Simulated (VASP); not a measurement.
# MnPt2 (P-3m1) in VASP: notebook, part 2 of 2

VASP 6.6.1. Earlier steps stand in the parts before.

## Step 5: Single point, PBE+D3(BJ), collinear spin, ferromagnetic start

This run uses another cell than the first one, of 15.10 Å³/atom.

INCAR

```
SYSTEM = MnPt2
PREC = Accurate ; ENCUT = 500
EDIFF = 1E-6 ; ISMEAR = -1
SIGMA = 0.15 ; LREAL = .FALSE.
LASPH = .TRUE. ; NELM = 200
ALGO = Normal ; ISIF = 2
LWAVE = .FALSE. ; LCHARG = .FALSE.
ISPIN = 2 ; MAGMOM = 2.8 0 0
LORBIT = 11 ; LMAXMIX = 4
GGA = PE ; IVDW = 12
NBANDS = 28 ; GGA_COMPAT = .FALSE.
```

KPOINTS

```
regular mesh
0
G
  12 12 5
  0 0 0
```

POSCAR

```
MnPt2
1.0
    2.8392195025      0.0000000000      0.0000000000
   -1.4196097512      2.4588367343      0.0000000000
    0.0000000000      0.0000000000      6.4886603702
Mn Pt
1 2
Direct
    0.0000000000      0.0000000000      0.0000000000
    0.3333333333      0.6666666667      0.6837940000
    0.6666666667      0.3333333333      0.3162060000
```

Potentials or basis: VASP PAW PBE potentials, release 64 (Mn_pv, Pt).

Started as:

```sh
cat potpaw_PBE.64/Mn_pv/POTCAR potpaw_PBE.64/Pt/POTCAR > POTCAR
mpirun -np 1 vasp_std > vasp.out
```

OUTCAR:

```text
SYSTEM = MnPt2
   PREC = Accurate
   ENCUT = 500
   EDIFF = 1E-6
   ISMEAR = -1
   LREAL = .FALSE.
   LASPH = .TRUE.
   NELM = 200
   ISIF = 2
   ISPIN = 2
   LORBIT = 11
   GGA = PE
   IVDW = 12
 IVDW          = 12

 ion  position               nearest neighbor table
   1  0.000  0.000  0.000-   2 2.63   3 2.63   3 2.63   2 2.63   3 2.63   2 2.63
   2  0.333  0.667  0.684-   1 2.63   1 2.63   1 2.63   3 2.89   3 2.89   3 2.89
   3  0.667  0.333  0.316-   1 2.63   1 2.63   1 2.63   2 2.89   2 2.89   2 2.89

  LATTYP: Found a hexagonal cell.
 ALAT       =     2.8392195025
 C/A-ratio  =     2.2853676387

  Lattice vectors:
[... 1714 lines left out ...]
  energy-cutoff  :      500.00
  volume of cell :       45.30
      direct lattice vectors                 reciprocal lattice vectors
     2.839219503  0.000000000  0.000000000     0.352209471  0.203348190  0.000000000
    -1.419609751  2.458836734  0.000000000     0.000000000  0.406696380  0.000000000
     0.000000000  0.000000000  6.488660370     0.000000000  0.000000000  0.154115016

 POSITION                                       TOTAL-FORCE (eV/Angst)
 -----------------------------------------------------------------------------------
      0.00000      0.00000      0.00000        -0.000000      0.000000      0.000000
     -0.00000      1.63922      4.43691        -0.000000     -0.000000     -0.078278
      1.41961      0.81961      2.05175         0.000000     -0.000000      0.078278
 -----------------------------------------------------------------------------------
    total drift:                               -0.000000     -0.000000     -0.000000

  FREE ENERGIE OF THE ION-ELECTRON SYSTEM (eV)
  ---------------------------------------------------
  free  energy   TOTEN  =       -23.5858503631 eV

  energy  without entropy=      -23.3626616908  energy(sigma->0) =      -23.47425603

 total charge

# of ion       s       p       d       tot
------------------------------------------
    1        0.325   6.274   4.983  11.582
    2        0.660   0.556   8.050   9.266
    3        0.660   0.556   8.050   9.266
--------------------------------------------------
tot          1.644   7.386  21.083  30.113

 magnetization (x)

# of ion       s       p       d       tot
------------------------------------------
    1        0.015   0.024   3.545   3.585
    2       -0.016  -0.002   0.241   0.222
    3       -0.016  -0.002   0.241   0.222
--------------------------------------------------
tot         -0.017   0.020   4.026   4.029
```

Run time: 2.2 min. Hardware: 1 thread of Oxide Virtual Turin-like, shared host; peak memory 0.27 GiB.

What came out:

```yaml
Free_energy: -23.5859 eV
Pressure: -4.2 GPa
Largest_force: 0.078 eV/Å
Net_moment: 4.19 μB per cell
Site_moments: Mn +3.58; Pt +0.22 μB
Valence_electrons_inside_the_program's_atomic_spheres: Mn 11.58; Pt 9.27
Dispersion_energy_per_atom: -0.577 eV
```

Forces in eV/Å, atoms in the order of the input:
```
Mn   0.000  0.000  0.000
Pt   0.000  0.000 -0.078
Pt   0.000  0.000  0.078
```

Caveat: three body term missing; the cell stands under tension; spin-orbit coupling is left out, which moves the levels of the heavy elements.

## Step 6: Single point, PBE+D3(BJ), collinear spin, ferromagnetic start

This run uses another cell than the first one, of 15.56 Å³/atom.

INCAR

```
ALGO = Normal ; EDIFF = 1E-6
ENCUT = 500 ; GGA = PE
GGA_COMPAT = F ; ISIF = 2
ISMEAR = -1 ; ISPIN = 2
IVDW = 12 ; LASPH = T
LCHARG = F ; LMAXMIX = 4
LORBIT = 11 ; LREAL = F
LWAVE = F ; MAGMOM = 2.8 0 0
NBANDS = 28 ; NELM = 200
PREC = Accurate ; SIGMA = 0.15
```

KPOINTS

```
k-points
0
Gamma
  12 12 5
```

POSCAR

```
MnPt2
1.0
    2.8679004286      0.0000000000      0.0000000000
   -1.4339502143      2.4836751501      0.0000000000
    0.0000000000      0.0000000000      6.5542068305
Mn Pt
1 2
Direct
    0.0000000000      0.0000000000      0.0000000000
    0.3333333333      0.6666666667      0.6837940000
    0.6666666667      0.3333333333      0.3162060000
```

Potentials or basis: VASP PAW PBE potentials, release 64 (Mn_pv, Pt).

Started as:

```sh
cat potpaw_PBE.64/Mn_pv/POTCAR potpaw_PBE.64/Pt/POTCAR > POTCAR
mpirun -np 1 vasp_std > vasp.out
```

OUTCAR:

```text
EDIFF = 1E-6
   ENCUT = 500
   GGA = PE
   ISIF = 2
   ISMEAR = -1
   ISPIN = 2
   IVDW = 12
   LASPH = T
   LORBIT = 11
   LREAL = F
   NELM = 200
   PREC = Accurate
 IVDW          = 12

 ion  position               nearest neighbor table
   1  0.000  0.000  0.000-   2 2.65   3 2.65   3 2.65   2 2.65   3 2.65   2 2.65
   2  0.333  0.667  0.684-   1 2.65   1 2.65   1 2.65   3 2.92   3 2.92   3 2.92
   3  0.667  0.333  0.316-   1 2.65   1 2.65   1 2.65   2 2.92   2 2.92   2 2.92

  LATTYP: Found a hexagonal cell.
 ALAT       =     2.8679004286
 C/A-ratio  =     2.2853676387

  Lattice vectors:

 A1 = (   2.8679004286,   0.0000000000,   0.0000000000)
 A2 = (  -1.4339502143,   2.4836751501,   0.0000000000)
 A3 = (   0.0000000000,   0.0000000000,   6.5542068305)

Analysis of symmetry for initial positions (statically):
=====================================================================
 Subroutine PRICEL returns:
 Original cell was already a primitive cell.

[... 1687 lines left out ...]

------------------------ aborting loop because EDIFF is reached ----------------------------------------

 Edisp (eV)   -1.67871

 E8    (eV) :    -0.7681

  FORCE on cell =-STRESS in cart. coord.  units (eV):
  Direction    XX          YY          ZZ          XY          YZ          ZX
  --------------------------------------------------------------------------------------
  -------------------------------------------------------------------------------------
  Total      -2.84314    -2.84314    -2.21438     0.00000     0.00000     0.00000
  in kB     -97.57307   -97.57311   -75.99476     0.00000     0.00000     0.00000
  external pressure =      -90.38 kB  Pullay stress =        0.00 kB

 VOLUME and BASIS-vectors are now :
 -----------------------------------------------------------------------------
  energy-cutoff  :      500.00
  volume of cell :       46.69
      direct lattice vectors                 reciprocal lattice vectors
     2.867900429  0.000000000  0.000000000     0.348687141  0.201314572  0.000000000
    -1.433950214  2.483675150  0.000000000     0.000000000  0.402629144  0.000000000
     0.000000000  0.000000000  6.554206831     0.000000000  0.000000000  0.152573763

 POSITION                                       TOTAL-FORCE (eV/Angst)
 -----------------------------------------------------------------------------------
      0.00000      0.00000      0.00000        -0.000000      0.000000      0.000000
     -0.00000      1.65578      4.48173        -0.000000     -0.000000     -0.022015
      1.43395      0.82789      2.07248         0.000000      0.000000      0.022015
 -----------------------------------------------------------------------------------
    total drift:                               -0.000000     -0.000000     -0.000000

  FREE ENERGIE OF THE ION-ELECTRON SYSTEM (eV)
  ---------------------------------------------------
  free  energy   TOTEN  =       -23.5292058180 eV

  energy  without entropy=      -23.3180681214  energy(sigma->0) =      -23.42363697

 total charge

# of ion       s       p       d       tot
------------------------------------------
    1        0.317   6.259   4.962  11.538
    2        0.645   0.522   8.036   9.204
    3        0.645   0.522   8.036   9.204
--------------------------------------------------
tot          1.607   7.303  21.035  29.945

 magnetization (x)

# of ion       s       p       d       tot
------------------------------------------
    1        0.017   0.024   3.639   3.680
    2       -0.017  -0.003   0.255   0.235
    3       -0.017  -0.003   0.255   0.235
--------------------------------------------------
tot         -0.017   0.019   4.148   4.150
```

stdout:

```text
POSCAR found type information on POSCAR MnPt
 POSCAR found :  2 types and       3 ions
 scaLAPACK will be used
 LDA part: xc-table for (Slater+PW92), standard interpolation
 POSCAR, INCAR and KPOINTS ok, starting setup
 FFT: planning ... GRIDC
 FFT: planning ... GRID_SOFT
 FFT: planning ... GRID
 WAVECAR not read
 entering main loop
```

Wall time 1.8 min (1 thread of Oxide Virtual Turin-like, shared host); peak memory 0.27 GiB.

Results:

```yaml
Free_energy: -23.5292 eV
Pressure: -9.0 GPa
Largest_force: 0.022 eV/Å
Net_moment: 4.32 μB per cell
Site_moments: Mn +3.68; Pt +0.23 μB
Valence_electrons_inside_the_program's_atomic_spheres: Mn 11.54; Pt 9.20
Dispersion_energy_per_atom: -0.560 eV
```

Forces on the atoms (eV/Å):
```
Mn   0.000  0.000  0.000
Pt   0.000  0.000 -0.022
Pt   0.000  0.000  0.022
```

Stress tensor (GPa, compression positive):
```
-9.76  0.00  0.00
 0.00 -9.76  0.00
 0.00  0.00 -7.60
```

Caveat: three body term missing; the cell stands under tension; spin-orbit coupling is left out, which moves the levels of the heavy elements.

## Step 7: Summary

```tsv
cell	gap on the mesh (eV)	pressure (GPa)	moment (μB)	largest force (eV/Å)
a = 2.896, b = 2.896, c = 6.618 Å, angles 90.0, 90.0, 120.0°, 3 atoms	none	-13.2	4.42	0.04
a = 2.924, b = 2.924, c = 6.682 Å, angles 90.0, 90.0, 120.0°, 3 atoms	none	-16.7	4.50	0.09
a = 2.810, b = 2.810, c = 6.422 Å, angles 90.0, 90.0, 120.0°, 3 atoms	none	1.5	4.02	0.13
a = 2.839, b = 2.839, c = 6.489 Å, angles 90.0, 90.0, 120.0°, 3 atoms	none	-4.2	4.19	0.08
a = 2.868, b = 2.868, c = 6.554 Å, angles 90.0, 90.0, 120.0°, 3 atoms	none	-9.0	4.32	0.02
```

Alike in all rows: task single point; level PBE+D3(BJ); potentials or basis VASP PAW PBE potentials, release 64 (Mn_pv, Pt); spin collinear, ferromagnetic start; k mesh 12 × 12 × 5; cutoff (eV) 500; smearing fermi-dirac 0.15 eV.

Caveats: three body term missing; spin-orbit coupling is left out, which moves the levels of the heavy elements; the cell stands under tension (at least some runs).

Absolute energies hang on the potentials; compare differences alone.
